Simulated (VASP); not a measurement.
Ru, 2 atoms in the cell. Symmetry: P6_3/mmc, No. 194, hexagonal system. Conventional cell: a = 2.706 Å, b = 2.706 Å, c = 4.282 Å, α = 90.00°, β = 90.00°, γ = 120.00°. Within 3.5 Å of Ru (site symmetry -6m2) lie 12 Ru at 2.65 to 2.71 Å. 

```yaml
Program: VASP 6.6.1
Task: single point
Functional: PBEsol
Potentials_or_basis: VASP PAW PBE potentials, release 64 (Ru_pv)
Cutoff: 520 eV
k_mesh: 8 × 8 × 4
Occupations: fermi-dirac, width 0.05 eV
Spin: non-collinear spin, zero start, spin-orbit coupling
Starting_moments: "[[0.0, 0.0, 0.0], [0.0, 0.0, 0.0]] μB"
Dipole_correction: no
Further_INCAR_settings: ALGO = Normal; EDIFF = 1e-06; NBANDS = 40
```

Potentials or basis: VASP PAW PBE potentials, release 64 (Ru_pv).

The run is started by

```console
$ cat potpaw_PBE.64/Ru_pv/POTCAR > POTCAR
$ mpirun -np 1 vasp_ncl > vasp.out
```

Hardware: 1 thread of AMD EPYC 7R13 Processor (Zen 3), with other jobs on the host.

How long does it take, and how much memory?

It took 50 s on 1 thread of AMD EPYC 7R13 Processor (Zen 3), with other jobs on the host, peak memory 0.18 GiB. Counts: scf iterations 12, k points 30.
